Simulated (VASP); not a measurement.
## MgO: single point with LDA

MgO:

```
CELL_PARAMETERS angstrom
2.99564 0.00000 0.00000
-1.49782 2.59430 0.00000
0.00000 0.00000 2.73224
ATOMIC_POSITIONS crystal
Mg 0.00000 0.00000 0.00000
O 0.33333 0.66667 0.50000
```

This cell differs from its parent crystal: volume scaled by 1.06.

| Quantity | Value |
| --- | --- |
| Program | VASP 6.6.1 |
| Task | single point |
| Functional | LDA |
| Potentials or basis | VASP PAW LDA potentials, release 64 (Mg, O) |
| Cutoff | 520 eV |
| k mesh | 10 × 10 × 10 |
| Occupations | fermi-dirac, width 0.05 eV |
| Spin | no spin polarisation |
| Dipole correction | no |
| Further INCAR settings | ALGO = Normal; EDIFF = 1e-06; NBANDS = 11 |

The pressure is -17.0 GPa and the band gap on the k mesh is 2.53 eV, indirect (least direct gap 2.92 eV).

Stress tensor (GPa, compression positive):
```
-15.96   0.00   0.00
  0.00 -15.96   0.00
  0.00   0.00 -19.06
```

Levels at points of the mesh, in eV from the valence-band top:
```tsv
k point	band 1	band 2	band 3	band 4	band 5	band 6	band 7	band 8	band 9
(0.00, 0.00, 0.00)	-16.86	-0.56	-0.56	-0.39	2.53	11.45	14.82	14.82	19.01
(0.50, 0.00, 0.00)	-15.89	-4.68	-1.24	-0.04	6.17	9.73	12.50	16.70	18.00
(0.00, 0.00, 0.50)	-15.85	-5.15	-0.07	-0.07	7.67	8.41	16.89	16.89	17.84
(0.50, 0.00, 0.50)	-15.18	-3.54	-3.18	-0.76	5.46	10.82	12.95	14.03	14.37
```

Run time: 5.4 s on 1 thread of Intel Xeon 6975P-C, on a shared host, peak memory 0.14 GiB.

 A k mesh can miss the band edges.
